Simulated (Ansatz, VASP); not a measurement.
**Two plane-wave programs on PbW**

```xyz
2
Lattice="0.0000 3.0910 3.0910 3.0910 0.0000 3.0910 3.0910 3.0910 0.0000" Properties=species:S:1:pos:R:3 pbc="T T T"
Pb    4.6365    4.6365    4.6365
W     0.0000    0.0000    0.0000
```

Change from the starting cell: species swapped into the InSb type (F-43m, No. 216).

Alike in both runs: task single point; functional PBE; k mesh 6 × 6 × 6; occupations gaussian, width 0.1 eV; no spin polarisation.

|  | VASP | Ansatz |
| --- | --- | --- |
| version | VASP 6.6.1 | Ansatz 0.2.0 |
| potentials or method | VASP PAW PBE potentials, release 64 (Pb_d, W_sv), cutoff 520 eV | scalar-relativistic, plane waves, PAW |
| valence electrons in the cell | 28 | 28 |

```tsv
	VASP	Ansatz	Ansatz less VASP
gap on the k mesh at the Fermi level (eV)	none	none	-
pressure (GPa)	5.1	5.0	-0.02
```

A gap of «none» marks a metal or a gap that the smearing closes. With one functional, cell and mesh, what is left measures potentials, basis and numerics.

Neither program's run includes spin-orbit coupling.
